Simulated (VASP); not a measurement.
Wanted: the native input for a VASP 6.6.1 run.

- Task: single point
- Functional: PBEsol
- Potentials or basis: VASP PAW PBE potentials, release 64 (Al, Cu)
- Cutoff: 520 eV
- k mesh: 18 × 18 × 8
- Occupations: gaussian, width 0.1 eV
- Spin: no spin polarisation
- Dipole correction: no
- Further INCAR settings: ALGO = Fast; EDIFF = 1e-07; NBANDS = 18

The structure of Al3Cu lies in POSCAR:

```
Al3Cu
1.0
    2.8630735006      0.0000000000      0.0000000000
    0.0000000000      2.8630735006      0.0000000000
    0.0000000000      0.0000000000      7.4661038832
Al Cu
3 1
Direct
    0.0000000000      0.0000000000      0.5000000000
    0.5000000000      0.5000000000      0.2198342164
    0.5000000000      0.5000000000      0.7801657836
    0.0000000000      0.0000000000      0.0000000000
```

This cell differs from its parent crystal: biaxial strain in the a-b plane: +3.0 %.

The input as run:

INCAR

```
ALGO = Fast
EDIFF = 1E-7
ENCUT = 520
GGA = PS
ISIF = 2
ISMEAR = 0
LASPH = True
LCHARG = False
LREAL = False
LWAVE = False
NBANDS = 18
NELM = 60
PREC = Accurate
SIGMA = 0.1
```

KPOINTS

```
k-points
0
Gamma
  18 18 8
```

Potentials or basis: VASP PAW PBE potentials, release 64 (Al, Cu).

Command:

```console
$ cat potpaw_PBE.64/Al/POTCAR potpaw_PBE.64/Cu/POTCAR > POTCAR
$ mpirun -np 1 vasp_std > vasp.out
```

It gave:

```json
{
 "Pressure": "-3.6 GPa",
 "Largest force": "0.022 eV/Å",
 "Band gap on the k mesh": "zero (band 10 reaches 12.85 eV, above the bottom of band 11 at 5.97 eV)"
}
```

Caveat: the cell differs from its parent crystal (biaxial strain in the a-b plane: +3.0 %); the PAW data sets were made with another functional, which shifts forces and pressure a little.

Wall time 4.9 min on 1 thread of Intel(R) Xeon(R) Platinum 8375C CPU @ 2.90GHz (Ice Lake) (shared host), peak memory 0.4 GiB.
